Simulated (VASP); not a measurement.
Input of a VASP 6.6.1 run:

Contents of INCAR:

```
SYSTEM = MgPb2S3
PREC = Accurate ; ENCUT = 520
EDIFF = 1E-7 ; ISMEAR = -1
SIGMA = 0.03 ; LREAL = .False.
LASPH = .True. ; NELM = 100
ALGO = Normal ; ISIF = 2
LWAVE = .False. ; LCHARG = .True.
GGA = PS ; LELF = .True.
LVHAR = .True. ; NBANDS = 33
```

File KPOINTS:

```
regular mesh
0
Gamma
  6 6 2
  0 0 0
```

The input POSCAR:

```
MgPb2S3
1.0
    4.0814632573      0.0000000000      0.0000000000
   -2.0407316287      3.5346508654      0.0000000000
    0.0000000000      0.0000000000     12.2194539515
Mg Pb S
1 2 3
Direct
    0.3333333333      0.6666666667      0.6684573327
    0.0000000000      0.0000000000      0.9897662221
    0.6666666667      0.3333333333      0.3578714247
    0.0000000000      0.0000000000      0.2421919150
    0.6666666667      0.3333333333      0.6155201403
    0.3333333333      0.6666666667      0.8761929651
```

Potentials or basis: VASP PAW PBE potentials, release 64 (Mg, Pb_d, S).

Run with:

```console
$ cat potpaw_PBE.64/Mg/POTCAR potpaw_PBE.64/Pb_d/POTCAR potpaw_PBE.64/S/POTCAR > POTCAR
$ mpirun -np 1 vasp_std > vasp.out
```

Question: Predict the pressure.

Answer: -0.1 GPa.

Question: Predict the band gap on the k mesh.

Answer: 0.97 eV (least direct gap 1.48 eV).

Question: Estimate the largest force.

Answer: 0.010 eV/Å.

Forces on the atoms (eV/Å):
```
Mg   0.000  0.000 -0.005
Pb   0.000  0.000  0.007
Pb   0.000  0.000  0.009
S    0.000  0.000 -0.007
S    0.000  0.000  0.006
S    0.000  0.000 -0.010
```

Caveat: the PAW data sets were made with another functional, which shifts forces and pressure a little; spin-orbit coupling is left out, which moves the levels of the heavy elements. A k mesh can miss the band edges.
